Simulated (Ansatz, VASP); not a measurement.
Al in VASP and in Ansatz

Contents of POSCAR:

```
Al
1.0
    0.0000000000      1.9834708509      1.9834708509
    1.9834708509      0.0000000000      1.9834708509
    1.9834708509      1.9834708509      0.0000000000
Al
1
Direct
    0.0000000000      0.0000000000      0.0000000000
```

File INCAR.step1:

```
SYSTEM = Al
ALGO = Normal ; EDIFF = 1E-5
ENCUT = 520 ; GGA = PE
ISIF = 2 ; ISMEAR = -1
LASPH = .TRUE. ; LREAL = .FALSE.
LWAVE = .TRUE. ; NBANDS = 8
NELM = 100 ; PREC = Accurate
SIGMA = 0.05
```

The input INCAR.step2:

```
SYSTEM = Al
AEXX = 0.5 ; AGGAC = 1.0
AGGAX = 0.5 ; ALDAC = 0.0
ALDAX = 0.5 ; ALGO = Normal
EDIFF = 1E-6 ; ENCUT = 520
GGA = B5 ; ISIF = 2
ISMEAR = -1 ; ISTART = 1
LASPH = .TRUE. ; LCHARG = .TRUE.
LELF = .TRUE. ; LHFCALC = .TRUE.
LREAL = .FALSE. ; LVHAR = .TRUE.
LWAVE = .FALSE. ; NBANDS = 8
NELM = 100 ; PREC = Accurate
PRECFOCK = Normal ; SIGMA = 0.05
```

KPOINTS

```
k-points
0
G
  6 6 6
  0 0 0
```

File input.yaml:

```yaml
crystal:
  lattice:
    - [0.0, 1.9834708509, 1.9834708509]
    - [1.9834708509, 0.0, 1.9834708509]
    - [1.9834708509, 1.9834708509, 0.0]
  atoms:
    - { symbol: Al, position: [0.0, 0.0, 0.0] }
hamiltonian:
  xc: { name: BHLYP }
  pseudopotentials: { kind: paw }
kpoints:
  mp_grid: { grid: [6, 6, 6] }
scf:
  occupations: { method: fermi_dirac, width: 0.05 }
output:
  forces: true
  stress: true
  eigenvalues: true
  write_density: true
  write_potential: true
  elf: true
  volumetric_format: npy
```

Alike in both runs: task single point; functional BHLYP; k mesh 6 × 6 × 6; occupations fermi-dirac, width 0.05 eV; no spin polarisation.

```csv
,VASP,Ansatz
version,VASP 6.6.1,Ansatz 0.2.0
potentials or method,"VASP PAW PBE potentials, release 64 (Al)",Ansatz PAW
plane-wave cutoff (eV),520,420
valence electrons in the cell,3,3
```

```tsv
	VASP	Ansatz	Ansatz less VASP
gap on the k mesh at the Fermi level (eV)	none	none	-
pressure (GPa)	6.2	5.0	-1.22
```

VASP's potentials were made for PBE, not for BHLYP. A gap of «none» marks a metal or a gap that the smearing closes.

The k mesh is coarse, so the values compare programs but aren't converged.
